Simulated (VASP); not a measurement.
The system is B4As3N.

```
N B As
1.0
    -2.16859    2.16859    4.33717
     2.16859   -2.16859    4.33717
     2.16859    2.16859   -4.33717
N B As
1 4 3
Direct
  0.00000 0.00000 0.00000
  0.62500 0.62500 0.50000
  0.87500 0.37500 0.00000
  0.12500 0.12500 0.50000
  0.37500 0.87500 0.00000
  0.25000 0.75000 0.50000
  0.50000 0.50000 0.00000
  0.75000 0.25000 0.50000
```

- Program: VASP 6.6.1
- Task: relaxation of cell and atoms
- Functional: PBE
- Potentials or basis: VASP PAW PBE potentials, release 64 (N, B, As)
- Cutoff: 600 eV
- k mesh: 8 × 8 × 8
- Occupations: fermi-dirac, width 0.02 eV
- Spin: no spin polarisation

At the start: pressure 43.5 GPa; volume 10.20 Å³/atom.

Q: Where does the relaxation end?

A: Over 13 steps the energy falls by 581.9 meV/atom and the volume is 11.55 Å³/atom (+13.3 %); space group I-42m (No. 121, to 0.05 Å).

The path:
```tsv
step	energy change (eV)	largest force (eV/Å)	pressure (GPa)	volume (Å³)
1	0.0000	5.1482	43.51	81.59
2	-1.9639	0.8165	-24.22	118.85
3	-3.5500	1.8166	-9.40	101.19
4	-3.5565	1.9141	-8.05	100.27
5	-4.3959	1.1251	-4.38	95.56
6	-4.6268	0.5088	1.35	91.65
7	-4.6329	0.4095	0.19	92.28
8	-4.6333	0.4185	0.47	92.13
9	-4.6549	0.0267	0.10	92.38
10	-4.6550	0.0289	0.08	92.41
11	-4.6552	0.0023	-0.08	92.49
12	-4.6552	0.0003	-0.08	92.49
13	-4.6552	0.0027	0.05	92.42
```

Final structure:
```xyz
8
Lattice="-2.2735 2.2735 4.4700 2.2735 -2.2735 4.4700 2.2735 2.2735 -4.4700" Properties=species:S:1:pos:R:3 pbc="T T T"
N    -2.2735    2.2735    4.4700
B     1.3570    1.3570    3.4804
B    -1.3570    1.3570    5.4595
B     0.9165    0.9165   -0.9895
B     1.3570   -1.3570    5.4595
As    2.2735    0.0000    2.2350
As    0.0000    0.0000    4.4700
As    0.0000    2.2735    2.2350
```
